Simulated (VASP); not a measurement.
Write the native input for VASP 6.6.1 that does the following.

| Item | Value |
| --- | --- |
| Task | single point |
| Functional | PBEsol |
| Potentials or basis | VASP PAW PBE potentials, release 64 (Sn_d, O) |
| Cutoff | 520 eV |
| k mesh | 8 × 8 × 8 |
| Occupations | fermi-dirac, width 0.03 eV |
| Spin | no spin polarisation |
| Dipole correction | no |
| Further INCAR settings | ALGO = Normal; EDIFF = 1e-06; NBANDS = 17 |

The structure of SnO lies in POSCAR:

```
SnO
1.0
    0.0000000000      2.6873356291      2.6873356291
    2.6873356291      0.0000000000      2.6873356291
    2.6873356291      2.6873356291      0.0000000000
Sn O
1 1
Direct
    0.0000000000      0.0000000000      0.0000000000
    0.2500000000      0.2500000000      0.2500000000
```

These files were run (other wordings do the same):

INCAR

```
SYSTEM = SnO
  ALGO = Normal
  EDIFF = 1E-6
  ENCUT = 520
  GGA = PS
  ISIF = 2
  ISMEAR = -1
  LASPH = .True.
  LCHARG = .False.
  LREAL = .False.
  LWAVE = .False.
  NBANDS = 17
  NELM = 60
  PREC = Accurate
  SIGMA = 0.03
```

KPOINTS

```
k-points
0
Gamma
  8 8 8
  0 0 0
```

Potentials or basis: VASP PAW PBE potentials, release 64 (Sn_d, O).

Launch:

```sh
$ cat potpaw_PBE.64/Sn_d/POTCAR potpaw_PBE.64/O/POTCAR > POTCAR
$ mpirun -np 1 vasp_std > vasp.out
```

It gave:

```yaml
Pressure: 0.1 GPa
Band_gap_on_the_k_mesh: zero (band 10 reaches 6.30 eV, above the bottom of band 11 at 6.11 eV)
```

Caveat: the PAW data sets were made with another functional, which shifts forces and pressure a little; spin-orbit coupling is left out, which moves the levels of the heavy elements.

It took 26 s on 1 thread of Intel(R) Xeon(R) Platinum 8259CL CPU @ 2.50GHz (Skylake/Cascade Lake) (shared host), peak memory 0.16 GiB.
